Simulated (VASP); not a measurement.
# Rb (Im-3m) in VASP: further runs

Runs on Rb. Level: LDA. Tasks: single point.

All numbers are computed with VASP 6.6.1; they aren't measurements. Logs are shortened: lines on timing, memory, paths and dates and some standing lists are left out, and cuts for length are marked.

## Step 1: The cell of the first run

It takes space group Im-3m (No. 229, cubic). Conventional cell: a = 5.372 Å, b = 5.372 Å, c = 5.372 Å, α = 90.00°, β = 90.00°, γ = 90.00°.

## Step 2: Single point, LDA

Input file INCAR:

```
SYSTEM = Rb
ALGO     = Normal         ! electronic algorithm
EDIFF    = 1E-7           ! SCF threshold, eV
ENCUT    = 520            ! plane-wave cutoff, eV
ISIF     = 2              ! what is computed and relaxed
ISMEAR   = 1              ! smearing method
LASPH    = .TRUE.         ! aspherical terms in the spheres
LCHARG   = .FALSE.        ! write CHGCAR
LREAL    = .FALSE.        ! projectors in reciprocal space
LWAVE    = .FALSE.        ! write WAVECAR
NBANDS   = 10             ! bands
NELM     = 100            ! most SCF steps
PREC     = Accurate       ! precision mode
SIGMA    = 0.3            ! smearing width, eV
```

Input file KPOINTS:

```
k-points
0
G
  8 8 8
  0 0 0
```

Input file POSCAR:

```
Rb
1.0
   -2.6859640533      2.6859640533      2.6859640533
    2.6859640533     -2.6859640533      2.6859640533
    2.6859640533      2.6859640533     -2.6859640533
Rb
1
Direct
    0.0000000000      0.0000000000      0.0000000000
```

Potentials or basis: VASP PAW LDA potentials, release 64 (Rb_sv).

On the command line:

```
cat potpaw_LDA.64/Rb_sv/POTCAR > POTCAR
mpirun -np 1 vasp_std > vasp.out
```

OUTCAR:

```text
SYSTEM = Rb
   EDIFF = 1E-7
   ENCUT = 520
   ISIF = 2
   ISMEAR = 1
   LASPH = .TRUE.
   LREAL = .FALSE.
   NELM = 100
   PREC = Accurate

 ion  position               nearest neighbor table
   1  0.000  0.000  0.000-

  LATTYP: Found a body centered cubic cell.
 ALAT       =     5.3719281066

  Lattice vectors:

 A1 = (  -2.6859640533,   2.6859640533,   2.6859640533)
 A2 = (   2.6859640533,  -2.6859640533,   2.6859640533)
 A3 = (   2.6859640533,   2.6859640533,  -2.6859640533)

Analysis of symmetry for initial positions (statically):
=====================================================================
 Subroutine PRICEL returns:
 Original cell was already a primitive cell.

 Routine SETGRP: Setting up the symmetry group for a
 body centered cubic supercell.

 Subroutine GETGRP returns: Found 48 space group operations
 (whereof 48 operations were pure point group operations)
 out of a pool of 48 trial point group operations.

The static configuration has the point symmetry O_h .

Analysis of symmetry for dynamics (positions and initial velocities):
=====================================================================
 Subroutine PRICEL returns:
 Original cell was already a primitive cell.

 Routine SETGRP: Setting up the symmetry group for a
 body centered cubic supercell.

 Subroutine GETGRP returns: Found 48 space group operations
 (whereof 48 operations were pure point group operations)
 out of a pool of 48 trial point group operations.

The dynamic configuration has the point symmetry O_h .

 Subroutine INISYM returns: Found 48 space group operations
 (whereof 48 operations are pure point group operations),
 and found     1 'primitive' translations

----------------------------------------------------------------------------------------

                                     Primitive cell

  volume of cell :      77.5105

  direct lattice vectors                    reciprocal lattice vectors
    -2.685964053  2.685964053  2.685964053     0.000000000  0.186152901  0.186152901
     2.685964053 -2.685964053  2.685964053     0.186152901  0.000000000  0.186152901
     2.685964053  2.685964053 -2.685964053     0.186152901  0.186152901  0.000000000

  length of vectors
     4.652226208  4.652226208  4.652226208     0.263259957  0.263259957  0.263259957

  position of ions in fractional coordinates (direct lattice)
     0.000000000  0.000000000  0.000000000

  ion indices of the primitive-cell ions
   primitive index   ion index
                 1           1

----------------------------------------------------------------------------------------

 KPOINTS: k-points

Automatic generation of k-mesh.
 Grid dimensions read from file:
 generate k-points for:    8    8    8

 Generating k-lattice:

  Cartesian coordinates                     Fractional coordinates (reciprocal lattice)
     0.000000000  0.023269113  0.023269113     0.125000000  0.000000000  0.000000000
     0.023269113  0.000000000  0.023269113     0.000000000  0.125000000  0.000000000
     0.023269113  0.023269113  0.000000000     0.000000000  0.000000000  0.125000000

  Length of vectors
     0.032907495  0.032907495  0.032907495

  Shift w.r.t. Gamma in fractional coordinates (k-lattice)
     0.000000000  0.000000000  0.000000000

 Subroutine IBZKPT returns following result:
 ===========================================

 Found     29 irreducible k-points:

 Following reciprocal coordinates:
            Coordinates               Weight
  0.000000  0.000000  0.000000      1.000000
  0.125000  0.000000  0.000000     12.000000
  0.250000  0.000000  0.000000     12.000000
  0.375000  0.000000  0.000000     12.000000
  0.500000  0.000000  0.000000      6.000000
  0.125000  0.125000  0.000000     24.000000
[... 16 lines left out ...]
 -0.250000  0.250000  0.250000      6.000000
 -0.375000  0.375000  0.250000     24.000000
 [... further k-points ...]
   k-points           NKPTS =     29   k-points in BZ     NKDIM =     29   number of bands    NBANDS=     10
   number of dos      NEDOS =    301   number of ions     NIONS =      1
   total plane-waves  NPLWV =  46656
   dimension x,y,z NGX =    36 NGY =   36 NGZ =   36
   dimension x,y,z NGXF=    72 NGYF=   72 NGZF=   72
   ions per type =               1
   NGX,Y,Z   is equivalent  to a cutoff of  12.86, 12.86, 12.86 a.u.
   NGXF,Y,Z  is equivalent  to a cutoff of  25.73, 25.73, 25.73 a.u.
 SYSTEM =  Rb
   PREC   = accura    normal or accurate (medium, high low for compatibility)
   ISTART =      0    job   : 0-new  1-cont  2-samecut
   ICHARG =      2    charge: 1-file 2-atom 10-const
   ISPIN  =      1    spin polarized calculation?
   LNONCOLLINEAR =      F non collinear calculations
   LSORBIT =      F    spin-orbit coupling
   LASPH  =      T    aspherical Exc in radial PAW
   ENCUT  =  520.0 eV  38.22 Ry    6.18 a.u.   8.65  8.65  8.65*2*pi/ulx,y,z
   NELM   =    100;   NELMIN=  2; NELMDL= -5     # of ELM steps
   EDIFF  = 0.1E-06   stopping-criterion for ELM
   LREAL  =      F    real-space projection
   EDIFFG = 0.1E-05   stopping-criterion for IOM
   NSW    =      0    number of steps for IOM
   IBRION =     -1    ionic relax: 0-MD 1-quasi-New 2-CG
   NFREE  =      0    steps in history (QN), initial steepest desc. (CG)
   ISIF   =      2    stress and relaxation
   ISYM   =      2    0-nonsym 1-usesym 2-fastsym
   POTIM  = 0.5000    time-step for ionic-motion
   TEBEG  =    0.0;   TEEND  =   0.0 temperature during run
   PSTRESS=    0.0 pullay stress
   NELECT =       9.0000    total number of electrons
   NUPDOWN=      -1.0000    fix difference up-down
   EMIN   =  10.00;   EMAX   =-10.00  energy-range for DOS
   EFERMI =   0.00;   METHOD = LEGACY
   ISMEAR =     1;   SIGMA  =   0.30  broadening in eV -4-tet -1-fermi 0-gaus
   EFERMI_NEDOS =   21; number of points for ismear=-14 and -15
   IALGO  =     38    algorithm
   IMIX   =      4    mixing-type and parameters
     AMIX     =   0.40;   BMIX     =  1.00
     AMIX_MAG =   1.60;   BMIX_MAG =  1.00
  volume/ion in A,a.u.               =      77.51       523.07
  Fermi-wavevector in a.u.,A,eV,Ry     =   0.798673  1.509272  8.678857  0.637878
  Thomas-Fermi vector in A             =   1.905629
   LORBIT       =      0    0 simple, 1 ext, 2 COOP (PROOUT), +10 PAW based schemes
   GGA     = CA    functional components
   LHFCALC =     F    Hartree Fock is set to
   AEXX    =    0.0000 exact exchange contribution
   IVDW    =     0    specifies the selected vdW correction
   LEPSILON=     F    determine dielectric tensor
   LRPA    =     F    only Hartree local field effects (RPA)
 non-spin polarized calculation
 Methfessel and Paxton  Order N= 1 SIGMA  =   0.30
  energy-cutoff  :      520.00
  volume of cell :       77.51
 maximum number of plane-waves:      2112
   NGX = 17   NGY = 17   NGZ = 17

 number of electron       9.0000000 magnetization

 Free energy of the ion-electron system (eV)
  ---------------------------------------------------
  ext. energy  EPLUGINS =         0.00000000
  ---------------------------------------------------
  free energy    TOTEN  =        -1.05682636 eV

  energy without entropy =       -1.05048299  energy(sigma->0) =       -1.05471190

 E-fermi :   0.1723     XC(G=0):  -6.1025

 val. band max:        0.1594455349   @ k =   0.2500   0.2500   0.0000
 cond. band min:       0.2287982205   @ k =   0.3750   0.1250   0.0000
 fundamental gap:      0.0693526856
 Fermi energy:         0.1722823037

 k-point     1 :       0.0000    0.0000    0.0000
  band No.  band energies     occupation
      1     -28.5527      2.00000
      2     -12.6310      2.00000
      3     -12.6310      2.00000
      4     -12.6310      2.00000
      5      -2.0407      2.00000
      6       3.8834     -0.00000
      7       3.8834     -0.00000
      8       3.8834     -0.00000
      9       4.9833     -0.00000
     10       4.9833     -0.00000

 k-point     2 :       0.1250    0.0000    0.0000
  band No.  band energies     occupation
      1     -28.5513      2.00000
      2     -12.6569      2.00000
      3     -12.6392      2.00000
      4     -12.6311      2.00000
      5      -1.8259      2.00000
      6       3.5786     -0.00000
      7       3.6310     -0.00000
      8       4.0907     -0.00000
      9       4.6994     -0.00000
     10       4.9291     -0.00000

 k-point     3 :       0.2500    0.0000    0.0000
  band No.  band energies     occupation
      1     -28.5480      2.00000
      2     -12.7181      2.00000
      3     -12.6589      2.00000
      4     -12.6312      2.00000
      5      -1.2226      2.00000
      6       2.6874     -0.00000
      7       3.1742     -0.00000
      8       4.6972     -0.00000
      9       4.7790     -0.00000
     10       4.9313     -0.00000

 k-point     4 :       0.3750    0.0000    0.0000
  band No.  band energies     occupation
      1     -28.5447      2.00000
      2     -12.7774      2.00000
      3     -12.6784      2.00000
      4     -12.6315      2.00000
      5      -0.3602      2.03083
      6       1.7758     -0.00000
      7       2.8295     -0.00000
      8       4.8140     -0.00000
      9       5.1764     -0.00000
     10       5.6575     -0.00000

 k-point     5 :       0.5000    0.0000    0.0000
  band No.  band energies     occupation
      1     -28.5433      2.00000
      2     -12.8015      2.00000
      3     -12.6864      2.00000
      4     -12.6315      2.00000
      5       0.3217      0.26199
      6       1.1394     -0.00005
      7       2.7065     -0.00000
      8       4.6604     -0.00000
      9       5.6410     -0.00000
     10       5.8438     -0.00000

 k-point     6 :       0.1250    0.1250    0.0000
  band No.  band energies     occupation
      1     -28.5490      2.00000
      2     -12.6988      2.00000
      3     -12.6487      2.00000
      4     -12.6371      2.00000
      5      -1.4155      2.00000
      6       3.0323     -0.00000
      7       3.2139     -0.00000
      8       4.4734     -0.00000
      9       4.5122     -0.00000
     10       5.1774     -0.00000
[... 183 lines left out ...]
 k-point    21 :      -0.3750   -0.3750    0.1250
  band No.  band energies     occupation
      1     -28.5407      2.00000
      2     -12.7541      2.00000
      3     -12.7541      2.00000
      4     -12.6642      2.00000
      5       1.3440     -0.00000
      6       1.3440     -0.00000
      7       1.6850     -0.00000
      8       4.6360     -0.00000
      9       4.6360     -0.00000
     10       5.2382     -0.00000

 k-point    22 :       0.2500    0.2500    0.2500
  band No.  band energies     occupation
      1     -28.5428      2.00000
      2     -12.7148      2.00000
      3     -12.7148      2.00000
      4     -12.7148      2.00000
      5       1.5348     -0.00000
      6       1.5348     -0.00000
      7       1.5348     -0.00000
      8       3.1116     -0.00000
      9       5.7568     -0.00000
     10       5.7568     -0.00000

 k-point    23 :      -0.2500    0.2500    0.2500
  band No.  band energies     occupation
      1     -28.5439      2.00000
      2     -12.7211      2.00000
      3     -12.6890      2.00000
      4     -12.6890      2.00000
      5      -0.4794      2.00881
      6       2.4971     -0.00000
      7       3.3392     -0.00000
      8       3.3392     -0.00000
      9       4.8752     -0.00000
     10       4.9112     -0.00000

 k-point    24 :      -0.3750    0.3750    0.2500
  band No.  band energies     occupation
      1     -28.5409      2.00000
      2     -12.7577      2.00000
      3     -12.7101      2.00000
      4     -12.6939      2.00000
      5       0.3020      0.33860
      6       1.8477     -0.00000
      7       3.2583     -0.00000
      8       3.2755     -0.00000
      9       4.4299     -0.00000
     10       5.5985     -0.00000

 [... further k-points ...]

------------------------ aborting loop because EDIFF is reached ----------------------------------------

  FORCE on cell =-STRESS in cart. coord.  units (eV):
  Direction    XX          YY          ZZ          XY          YZ          ZX
  --------------------------------------------------------------------------------------
  -------------------------------------------------------------------------------------
  Total        0.0041996      0.0041996      0.0041996     -0.0000000     -0.0000000     -0.0000000
  in kB        0.0868074      0.0868074      0.0868074     -0.0000000     -0.0000000     -0.0000000
  external PRESSURE =       0.0868074 kB  Pullay stress =       0.0000000 kB

 VOLUME and BASIS-vectors are now :
 -----------------------------------------------------------------------------
  energy-cutoff  :      520.00
  volume of cell :       77.51
      direct lattice vectors                 reciprocal lattice vectors
    -2.685964053  2.685964053  2.685964053     0.000000000  0.186152901  0.186152901
     2.685964053 -2.685964053  2.685964053     0.186152901  0.000000000  0.186152901
     2.685964053  2.685964053 -2.685964053     0.186152901  0.186152901  0.000000000

 POSITION                                       TOTAL-FORCE (eV/Angst)
 -----------------------------------------------------------------------------------
      0.00000      0.00000      0.00000         0.000000      0.000000      0.000000
 -----------------------------------------------------------------------------------
    total drift:                               -0.000000     -0.000000      0.000000

  FREE ENERGIE OF THE ION-ELECTRON SYSTEM (eV)
  ---------------------------------------------------
  free  energy   TOTEN  =        -1.0568263578 eV

  energy  without entropy=       -1.0504829857  energy(sigma->0) =       -1.05471190
```

Wall time 24 s (1 thread of AMD EPYC 7R13, shared host); peak memory 0.14 GiB.

Results:

| Property | Result |
| --- | --- |
| Free energy | -1.0568 eV |
| Pressure | 0.0 GPa |
| Band gap on the k mesh | zero (an odd number of electrons rules out a gap without spin polarisation) |

Caveat: so wide a smearing shifts energies and pressures.

## Step 3: Single point, LDA

Input file INCAR:

```
SYSTEM = Rb
PREC = Accurate
ENCUT = 520
EDIFF = 1E-6
ISMEAR = 1
SIGMA = 0.6
LREAL = .False.
LASPH = .True.
NELM = 80
ALGO = Normal
ISIF = 2
LWAVE = .False.
LCHARG = .False.
GGA = CA
NBANDS = 10
```

Input file KPOINTS:

```
Automatic mesh
0
Gamma
  8 8 8
  0 0 0
```

POSCAR is that of step 2.

Potentials or basis: VASP PAW LDA potentials, release 64 (Rb_sv).

On the command line:

```
cat potpaw_LDA.64/Rb_sv/POTCAR > POTCAR
mpirun -np 1 vasp_std > vasp.out
```

Wall time 22 s (1 thread of AMD EPYC 7R13, shared host); peak memory 0.14 GiB.

It converged, with:

* Free energy: -1.0617 eV
* Pressure: 0.0 GPa
* Band gap on the k mesh: zero (an odd number of electrons rules out a gap without spin polarisation)

Levels at points of the mesh, in eV from the Fermi level:
```csv
k point,band 2,band 3,band 4,band 5,band 6,band 7
"(0.00, 0.00, 0.00)",-12.79,-12.79,-12.79,-2.20,3.72,3.72
"(0.50, 0.00, 0.00)",-12.96,-12.85,-12.79,0.16,0.98,2.54
"(0.50, 0.50, 0.50)",-12.91,-12.91,-12.91,1.15,1.15,3.69
```

Caveat: so wide a smearing shifts energies and pressures.
